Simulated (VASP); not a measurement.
Here is a VASP 6.6.1 calculation.

Contents of INCAR:

```
SYSTEM = Si
PREC = Accurate ; ENCUT = 520
EDIFF = 1E-7 ; ISMEAR = 0
SIGMA = 0.05 ; LREAL = .FALSE.
LASPH = .TRUE. ; NELM = 100
ALGO = Normal ; ISIF = 2
LWAVE = .FALSE. ; LCHARG = .TRUE.
GGA = PE ; LELF = .TRUE.
LVHAR = .TRUE. ; NBANDS = 11
```

The input KPOINTS:

```
regular mesh
0
G
  10 10 10
  0 0 0
```

File POSCAR:

```
Si
1.0
    0.0000000000      2.7347606505      2.7347606505
    2.7347606505      0.0000000000      2.7347606505
    2.7347606505      2.7347606505      0.0000000000
Si
2
Direct
    0.5000000000      0.5000000000      0.5000000000
    0.7500000000      0.7500000000      0.7500000000
```

Potentials or basis: VASP PAW PBE potentials, release 64 (Si).

Run with:

```console
$ cat potpaw_PBE.64/Si/POTCAR > POTCAR
$ mpirun -np 1 vasp_std > vasp.out
```

(1) Estimate the pressure.

(2) Estimate the band gap on the k mesh.

Answers

(1) 0.0 GPa.

(2) 0.62 eV, indirect (least direct gap 2.56 eV).
